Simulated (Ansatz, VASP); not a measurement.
BN in VASP and in Ansatz

The input INCAR:

```
SYSTEM = BN
  PREC = Accurate
  ENCUT = 520
  EDIFF = 1E-6
  ISMEAR = 0
  SIGMA = 0.05
  LREAL = .FALSE.
  LASPH = .TRUE.
  NELM = 60
  ALGO = Normal
  ISIF = 2
  LWAVE = .FALSE.
  LCHARG = .FALSE.
  GGA = PE
  NBANDS = 11
```

KPOINTS

```
Automatic mesh
0
G
  12 12 12
  0 0 0
```

File POSCAR:

```
BN
1.0
    0.0000000000      1.8673910300      1.7586109700
    1.8673910300      0.0000000000      1.7586109700
    1.8673910300      1.8673910300      0.0000000000
B N
1 1
Direct
    0.0000000000      0.0000000000      0.0000000000
    0.7500000000      0.7500000000      0.7500000000
```

Input for Ansatz:

```yaml
crystal:
  lattice:
    - [0.0, 1.86739103, 1.75861097]
    - [1.86739103, 0.0, 1.75861097]
    - [1.86739103, 1.86739103, 0.0]
  atoms:
    - { symbol: B, position: [0.0, 0.0, 0.0] }
    - { symbol: "N", position: [0.75, 0.75, 0.75] }
basis:
  ecutwfc: 420
kpoints:
  mp_grid: { grid: [12, 12, 12] }
hamiltonian:
  xc: pbe
scf:
  occupations: { method: gaussian, width: 0.05 }
output:
  forces: true
  stress: true
  eigenvalues: true
```

Change from the starting cell: strain +0.030 along x and y, -0.030 along z, atoms carried along.

Alike in both runs: task single point; functional PBE; k mesh 12 × 12 × 12; occupations gaussian, width 0.05 eV; no spin polarisation.

|  | VASP | Ansatz |
| --- | --- | --- |
| version | VASP 6.6.1 | Ansatz 0.2.0 |
| potentials or method | VASP PAW PBE potentials, release 64 (B, N), cutoff 520 eV | scalar-relativistic, plane waves, PAW |
| valence electrons in the cell | 8 | 8 |

```tsv
	VASP	Ansatz	Ansatz less VASP
gap on the k mesh at the Fermi level (eV)	3.44	3.46	+0.011
least direct gap on the mesh (eV)	8.04	8.05	+0.010
pressure (GPa)	-10.4	-10.5	-0.15
traceless stress, the component that is largest in VASP (GPa)	21.81	21.79	-0.020
```
